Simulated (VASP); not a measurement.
# Au (Im-3m) in VASP: notebook

The runs below take Au through single point, with BLYP, r2SCAN, PBE.

Everything below comes from runs of VASP 6.6.1. Logs are shortened: lines on timing, memory, paths and dates and some standing lists are left out, and cuts for length are marked.

## Step 1: The cell of the first run

The structure is cubic, space group Im-3m (No. 229). Conventional cell: a = 3.395 Å, b = 3.395 Å, c = 3.395 Å, α = 90.00°, β = 90.00°, γ = 90.00°. Au (site symmetry m-3m) has 14 Au at 2.94 to 3.40 Å within 3.9 Å.

## Step 2: Single point, BLYP

File INCAR:

```
PREC = Accurate ; ENCUT = 520
EDIFF = 1E-6 ; ISMEAR = -1
SIGMA = 0.05 ; LREAL = F
LASPH = T ; NELM = 80
ALGO = Normal ; ISIF = 2
LWAVE = F ; LCHARG = F
GGA = B5 ; ALDAX = 1.0
AGGAX = 1.0 ; AGGAC = 1.0
ALDAC = 0.0 ; NBANDS = 12
```

File KPOINTS:

```
Automatic mesh
0
Gamma
  11 11 11
```

File POSCAR:

```
Au
1.0
   -1.6977243813      1.6977243813      1.6977243813
    1.6977243813     -1.6977243813      1.6977243813
    1.6977243813      1.6977243813     -1.6977243813
Au
1
Direct
    0.0000000000      0.0000000000      0.0000000000
```

Potentials or basis: VASP PAW PBE potentials, release 64 (Au).

The run is started by

```
cat potpaw_PBE.64/Au/POTCAR > POTCAR
mpirun -np 1 vasp_std > vasp.out
```

OUTCAR:

```text
PREC = Accurate
   ENCUT = 520
   EDIFF = 1E-6
   ISMEAR = -1
   LREAL = F
   LASPH = T
   NELM = 80
   ISIF = 2
   GGA = B5

 ion  position               nearest neighbor table
   1  0.000  0.000  0.000-

  LATTYP: Found a body centered cubic cell.
 ALAT       =     3.3954487626

  Lattice vectors:

 A1 = (  -1.6977243813,   1.6977243813,   1.6977243813)
 A2 = (   1.6977243813,  -1.6977243813,   1.6977243813)
 A3 = (   1.6977243813,   1.6977243813,  -1.6977243813)

Analysis of symmetry for initial positions (statically):
=====================================================================
 Subroutine PRICEL returns:
 Original cell was already a primitive cell.

 Routine SETGRP: Setting up the symmetry group for a
 body centered cubic supercell.

 Subroutine GETGRP returns: Found 48 space group operations
 (whereof 48 operations were pure point group operations)
 out of a pool of 48 trial point group operations.

The static configuration has the point symmetry O_h .

Analysis of symmetry for dynamics (positions and initial velocities):
=====================================================================
 Subroutine PRICEL returns:
 Original cell was already a primitive cell.

 Routine SETGRP: Setting up the symmetry group for a
 body centered cubic supercell.

 Subroutine GETGRP returns: Found 48 space group operations
 (whereof 48 operations were pure point group operations)
 out of a pool of 48 trial point group operations.

The dynamic configuration has the point symmetry O_h .

 Subroutine INISYM returns: Found 48 space group operations
 (whereof 48 operations are pure point group operations),
 and found     1 'primitive' translations

----------------------------------------------------------------------------------------

                                     Primitive cell

  volume of cell :      19.5732

  direct lattice vectors                    reciprocal lattice vectors
    -1.697724381  1.697724381  1.697724381     0.000000000  0.294511880  0.294511880
     1.697724381 -1.697724381  1.697724381     0.294511880  0.000000000  0.294511880
     1.697724381  1.697724381 -1.697724381     0.294511880  0.294511880  0.000000000

  length of vectors
     2.940544886  2.940544886  2.940544886     0.416502696  0.416502696  0.416502696

  position of ions in fractional coordinates (direct lattice)
     0.000000000  0.000000000  0.000000000

  ion indices of the primitive-cell ions
   primitive index   ion index
                 1           1

----------------------------------------------------------------------------------------

 KPOINTS: Automatic mesh

Automatic generation of k-mesh.
 Grid dimensions read from file:
 generate k-points for:   11   11   11

 Generating k-lattice:

  Cartesian coordinates                     Fractional coordinates (reciprocal lattice)
     0.000000000  0.026773807  0.026773807     0.090909091  0.000000000  0.000000000
     0.026773807  0.000000000  0.026773807     0.000000000  0.090909091  0.000000000
     0.026773807  0.026773807  0.000000000     0.000000000  0.000000000  0.090909091

  Length of vectors
     0.037863881  0.037863881  0.037863881

  Shift w.r.t. Gamma in fractional coordinates (k-lattice)
     0.000000000  0.000000000  0.000000000

 Subroutine IBZKPT returns following result:
 ===========================================

 Found     56 irreducible k-points:

 Following reciprocal coordinates:
            Coordinates               Weight
  0.000000  0.000000  0.000000      1.000000
  0.090909  0.000000  0.000000     12.000000
  0.181818  0.000000  0.000000     12.000000
  0.272727  0.000000  0.000000     12.000000
  0.363636  0.000000  0.000000     12.000000
  0.454545  0.000000  0.000000     12.000000
[... 16 lines left out ...]
  0.272727  0.181818  0.090909     48.000000
  0.363636  0.181818  0.090909     24.000000
 [... further k-points ...]
   k-points           NKPTS =     56   k-points in BZ     NKDIM =     56   number of bands    NBANDS=     12
   number of dos      NEDOS =    301   number of ions     NIONS =      1
   total plane-waves  NPLWV =  13824
   dimension x,y,z NGX =    24 NGY =   24 NGZ =   24
   dimension x,y,z NGXF=    48 NGYF=   48 NGZF=   48
   ions per type =               1
   NGX,Y,Z   is equivalent  to a cutoff of  13.57, 13.57, 13.57 a.u.
   NGXF,Y,Z  is equivalent  to a cutoff of  27.14, 27.14, 27.14 a.u.
 SYSTEM =  unknown system
   PREC   = accura    normal or accurate (medium, high low for compatibility)
   ISTART =      0    job   : 0-new  1-cont  2-samecut
   ICHARG =      2    charge: 1-file 2-atom 10-const
   ISPIN  =      1    spin polarized calculation?
   LNONCOLLINEAR =      F non collinear calculations
   LSORBIT =      F    spin-orbit coupling
   LASPH  =      T    aspherical Exc in radial PAW
   ENCUT  =  520.0 eV  38.22 Ry    6.18 a.u.   5.47  5.47  5.47*2*pi/ulx,y,z
   NELM   =     80;   NELMIN=  2; NELMDL= -5     # of ELM steps
   EDIFF  = 0.1E-05   stopping-criterion for ELM
   LREAL  =      F    real-space projection
[... 7 lines left out ...]
   TEBEG  =    0.0;   TEEND  =   0.0 temperature during run
   PSTRESS=    0.0 pullay stress
   NELECT =      11.0000    total number of electrons
   NUPDOWN=      -1.0000    fix difference up-down
   EMIN   =  10.00;   EMAX   =-10.00  energy-range for DOS
   EFERMI =   0.00;   METHOD = LEGACY
   ISMEAR =    -1;   SIGMA  =   0.05  broadening in eV -4-tet -1-fermi 0-gaus
   EFERMI_NEDOS =   21; number of points for ismear=-14 and -15
   IALGO  =     38    algorithm
   IMIX   =      4    mixing-type and parameters
     AMIX     =   0.40;   BMIX     =  1.00
     AMIX_MAG =   1.60;   BMIX_MAG =  1.00
  volume/ion in A,a.u.               =      19.57       132.09
  Fermi-wavevector in a.u.,A,eV,Ry     =   1.350989  2.552999 24.832970  1.825172
  Thomas-Fermi vector in A             =   2.478448
   LORBIT       =      0    0 simple, 1 ext, 2 COOP (PROOUT), +10 PAW based schemes
   GGA     = B5    functional components
   LHFCALC =     F    Hartree Fock is set to
   AEXX    =    0.0000 exact exchange contribution
   IVDW    =     0    specifies the selected vdW correction
   LEPSILON=     F    determine dielectric tensor
   LRPA    =     F    only Hartree local field effects (RPA)
 non-spin polarized calculation
  energy-cutoff  :      520.00
  volume of cell :       19.57
 maximum number of plane-waves:       543
 NGX is ok and might be reduce to    24
   NGX = 11   NGY = 11   NGZ = 11

 number of electron      11.0000002 magnetization

 Free energy of the ion-electron system (eV)
  ---------------------------------------------------
  ext. energy  EPLUGINS =         0.00000000
  ---------------------------------------------------
  free energy    TOTEN  =        -2.44070537 eV

  energy without entropy =       -2.43567584  energy(sigma->0) =       -2.43819060

 E-fermi :   7.8002     XC(G=0): -11.2819

 val. band max:        7.7914509787   @ k =  -0.3636   0.3636   0.2727
 cond. band min:       7.8043612204   @ k =  -0.3636   0.4545   0.0909
 fundamental gap:      0.0129102416
 Fermi energy:         7.8001736149

 k-point     1 :       0.0000    0.0000    0.0000
  band No.  band energies     occupation
      1      -0.5181      2.00000
      2       3.6731      2.00000
      3       3.6731      2.00000
      4       3.6731      2.00000
      5       5.2304      2.00000
      6       5.2304      2.00000
      7      24.5541      0.00000
      8      24.5541      0.00000
      9      24.5541      0.00000
     10      29.6197      0.00000
     11      29.6197      0.00000
     12      29.6197      0.00000

 k-point     2 :       0.0909    0.0000    0.0000
  band No.  band energies     occupation
      1      -0.2500      2.00000
      2       3.5996      2.00000
      3       3.6844      2.00000
      4       3.8479      2.00000
      5       5.1481      2.00000
      6       5.2355      2.00000
      7      24.2666      0.00000
      8      24.5427      0.00000
      9      24.8597      0.00000
     10      27.6333      0.00000
     11      28.1913      0.00000
     12      28.6730      0.00000

 k-point     3 :       0.1818    0.0000    0.0000
  band No.  band energies     occupation
      1       0.4915      2.00000
      2       3.4083      2.00000
      3       3.7254      2.00000
      4       4.3448      2.00000
      5       5.0082      2.00000
      6       5.2540      2.00000
      7      21.8803      0.00000
      8      23.7670      0.00000
      9      25.6978      0.00000
     10      26.5315      0.00000
     11      26.6067      0.00000
     12      27.7671      0.00000
[... 286 lines left out ...]
 k-point    23 :       0.2727    0.1818    0.0909
  band No.  band energies     occupation
      1       2.5981      2.00000
      2       3.0496      2.00000
      3       4.0407      2.00000
      4       5.2255      2.00000
      5       5.3821      2.00000
      6       8.8703      0.00000
      7      13.0972      0.00000
      8      16.9153      0.00000
      9      19.2209      0.00000
     10      28.8575      0.00000
     11      31.2535      0.00000
     12      32.5085      0.00000

 k-point    24 :       0.3636    0.1818    0.0909
  band No.  band energies     occupation
      1       2.5619      2.00000
      2       3.0055      2.00000
      3       4.4400      2.00000
      4       5.2595      2.00000
      5       5.4147      2.00000
      6      10.4238      0.00000
      7      11.1636      0.00000
      8      16.3497      0.00000
      9      18.9780      0.00000
     10      29.3003      0.00000
     11      30.8959      0.00000
     12      32.4905      0.00000

 [... further k-points ...]
[... 5 lines left out ...]
  --------------------------------------------------------------------------------------
  -------------------------------------------------------------------------------------
  Total        0.0500017      0.0500017      0.0500017     -0.0000000      0.0000000      0.0000000
  in kB        4.0929221      4.0929221      4.0929221     -0.0000000      0.0000000      0.0000000
  external PRESSURE =       4.0929221 kB  Pullay stress =       0.0000000 kB

 VOLUME and BASIS-vectors are now :
 -----------------------------------------------------------------------------
  energy-cutoff  :      520.00
  volume of cell :       19.57
      direct lattice vectors                 reciprocal lattice vectors
    -1.697724381  1.697724381  1.697724381     0.000000000  0.294511880  0.294511880
     1.697724381 -1.697724381  1.697724381     0.294511880  0.000000000  0.294511880
     1.697724381  1.697724381 -1.697724381     0.294511880  0.294511880  0.000000000

 POSITION                                       TOTAL-FORCE (eV/Angst)
 -----------------------------------------------------------------------------------
      0.00000      0.00000      0.00000        -0.000000      0.000000     -0.000000
 -----------------------------------------------------------------------------------
    total drift:                               -0.000000      0.000000      0.000000

  FREE ENERGIE OF THE ION-ELECTRON SYSTEM (eV)
  ---------------------------------------------------
  free  energy   TOTEN  =        -2.4407053674 eV

  energy  without entropy=       -2.4356758366  energy(sigma->0) =       -2.43819060
```

Wall time 26 s (1 thread of Intel Xeon 8259CL, shared host); peak memory 0.14 GiB.

Results:

- Free energy: -2.4407 eV
- Pressure: 0.4 GPa

Caveat: the PAW data sets were made with another functional, which shifts forces and pressure a little; spin-orbit coupling is left out, which moves the levels of the heavy elements.

## Step 3: Single point, r2SCAN

This run uses another cell than the first one, of 18.21 Å³/atom, 0.930 times its volume.

File POSCAR:

```
Au
1.0
   -1.6572690000      1.6572690000      1.6572690000
    1.6572690000     -1.6572690000      1.6572690000
    1.6572690000      1.6572690000     -1.6572690000
Au
1
Direct
    0.0000000000      0.0000000000      0.0000000000
```

File INCAR.step1:

```
PREC = Accurate
ENCUT = 520
ISMEAR = -1
SIGMA = 0.05
LREAL = F
LASPH = T
NELM = 60
NBANDS = 12
GGA = PE
ALGO = Normal
EDIFF = 1E-4
LWAVE = T
LCHARG = F
```

File INCAR.step2:

```
PREC = Accurate
ENCUT = 520
EDIFF = 1E-6
ISMEAR = -1
SIGMA = 0.05
LREAL = F
LASPH = T
NELM = 60
ALGO = Normal
ISIF = 2
LWAVE = F
LCHARG = F
METAGGA = R2SCAN
LMIXTAU = T
NBANDS = 12
ISTART = 1
```

File KPOINTS:

```
regular mesh
0
Gamma
  11 11 11
```

Potentials or basis: VASP PAW PBE potentials, release 64 (Au).

The run is started by

```
cat potpaw_PBE.64/Au/POTCAR > POTCAR
cp INCAR.step1 INCAR
mpirun -np 1 vasp_std > vasp.out
cp INCAR.step2 INCAR
mpirun -np 1 vasp_std > vasp.out
```

OUTCAR:

```text
PREC = Accurate
   ENCUT = 520
   EDIFF = 1E-6
   ISMEAR = -1
   LREAL = F
   LASPH = T
   NELM = 60
   ISIF = 2
   METAGGA = R2SCAN
   ISTART = 1

 ion  position               nearest neighbor table
   1  0.000  0.000  0.000-

  LATTYP: Found a body centered cubic cell.
 ALAT       =     3.3145380000

  Lattice vectors:

 A1 = (  -1.6572690000,   1.6572690000,   1.6572690000)
 A2 = (   1.6572690000,  -1.6572690000,   1.6572690000)
[... 530 lines left out ...]
      3       4.3370      2.00000
      4       5.3248      2.00000
      5       5.5017      2.00000
      6      11.2944      0.00000
      7      11.7170      0.00000
      8      17.3930      0.00000
      9      20.1423      0.00000
     10      31.0079      0.00000
     11      32.7529      0.00000
     12      34.7251      0.00000

 [... further k-points ...]
[... 5 lines left out ...]
  --------------------------------------------------------------------------------------
  -------------------------------------------------------------------------------------
  Total       -0.4466491     -0.4466491     -0.4466491     -0.0000000      0.0000000      0.0000000
  in kB      -39.3041152    -39.3041152    -39.3041152     -0.0000000      0.0000000      0.0000000
  external PRESSURE =     -39.3041152 kB  Pullay stress =       0.0000000 kB

 VOLUME and BASIS-vectors are now :
 -----------------------------------------------------------------------------
  energy-cutoff  :      520.00
  volume of cell :       18.21
      direct lattice vectors                 reciprocal lattice vectors
    -1.657269000  1.657269000  1.657269000     0.000000000  0.301701172  0.301701172
     1.657269000 -1.657269000  1.657269000     0.301701172  0.000000000  0.301701172
     1.657269000  1.657269000 -1.657269000     0.301701172  0.301701172  0.000000000

 POSITION                                       TOTAL-FORCE (eV/Angst)
 -----------------------------------------------------------------------------------
      0.00000      0.00000      0.00000        -0.000000      0.000000      0.000000
 -----------------------------------------------------------------------------------
    total drift:                               -0.000000      0.000000     -0.000000

  FREE ENERGIE OF THE ION-ELECTRON SYSTEM (eV)
  ---------------------------------------------------
  free  energy   TOTEN  =       -50.5653263772 eV

  energy  without entropy=      -50.5599527613  energy(sigma->0) =      -50.56263957
```

OUTCAR.step1:

```text
PREC = Accurate
   ENCUT = 520
   ISMEAR = -1
   LREAL = F
   LASPH = T
   NELM = 60
[... 574 lines left out ...]

 POSITION                                       TOTAL-FORCE (eV/Angst)
 -----------------------------------------------------------------------------------
      0.00000      0.00000      0.00000         0.000000      0.000000     -0.000000
 -----------------------------------------------------------------------------------
    total drift:                               -0.000000      0.000000      0.000000

  FREE ENERGIE OF THE ION-ELECTRON SYSTEM (eV)
  ---------------------------------------------------
  free  energy   TOTEN  =        -3.1966031948 eV

  energy  without entropy=       -3.1907609230  energy(sigma->0) =       -3.19368206
```

Wall time 70 s (1 thread of Intel Xeon 8259CL, shared host); peak memory 0.15 GiB.

Results:

- Free energy: -50.5653 eV
- Pressure: -3.9 GPa

Levels at points of the mesh, in eV from the Fermi level:
```tsv
k point	band 3	band 4	band 5	band 6	band 7	band 8	band 9	band 10
(0.00, 0.00, 0.00)	-4.67	-4.67	-2.89	-2.89	17.49	17.49	17.49	24.14
```

Caveat: the PAW data sets were made with another functional, which shifts forces and pressure a little; spin-orbit coupling is left out, which moves the levels of the heavy elements.

## Step 4: Single point, PBE (volume scaled by 0.94)

File INCAR:

```
ALGO = Normal
EDIFF = 1E-6
ENCUT = 520
GGA = PE
ISIF = 2
ISMEAR = -1
LASPH = True
LCHARG = False
LREAL = False
LWAVE = False
NBANDS = 12
NELM = 80
PREC = Accurate
SIGMA = 0.05
```

File KPOINTS:

```
k-points
0
Gamma
  11 11 11
```

File POSCAR:

```
Au
1.0
   -1.6234376908      1.6234376908      1.6234376908
    1.6234376908     -1.6234376908      1.6234376908
    1.6234376908      1.6234376908     -1.6234376908
Au
1
Direct
    0.0000000000      0.0000000000      0.0000000000
```

The run is started by

```
cat potpaw_PBE.64/Au/POTCAR > POTCAR
mpirun -np 1 vasp_std > vasp.out
```

It took 9.4 s on 1 thread of Intel Xeon 8259CL, shared host; peak memory 0.15 GiB.

It converged, with:

```
Free energy : -3.1732 eV
Pressure    : 8.4 GPa
```

Levels at points of the mesh, in eV from the Fermi level:
| k point | band 3 | band 4 | band 5 | band 6 | band 7 | band 8 | band 9 | band 10 |
| --- | --- | --- | --- | --- | --- | --- | --- | --- |
| (0.00, 0.00, 0.00) | -4.71 | -4.71 | -2.79 | -2.79 | 16.65 | 16.65 | 16.65 | 24.41 |

Caveat: the cell differs from its parent crystal (volume scaled by 0.94); spin-orbit coupling is left out, which moves the levels of the heavy elements.

## Step 5: Summary

```csv
level,cell,gap on the mesh (eV),pressure (GPa)
BLYP,"a = 2.941 Å, angles 109.5°, 1 atom",none,0.4
r2SCAN,"a = 2.870 Å, angles 109.5°, 1 atom",none,-3.9
PBE,"a = 2.812 Å, angles 109.5°, 1 atom",none,8.4
```

Alike in all rows: task single point; potentials or basis VASP PAW PBE potentials, release 64 (Au); no spin polarisation; k mesh 11 × 11 × 11; cutoff (eV) 520; smearing fermi-dirac 0.05 eV.

Caveats: spin-orbit coupling is left out, which moves the levels of the heavy elements; the PAW data sets were made with another functional, which shifts forces and pressure a little (some runs).

Total energies depend on the potentials used, so only differences within one code and one set of settings carry meaning.
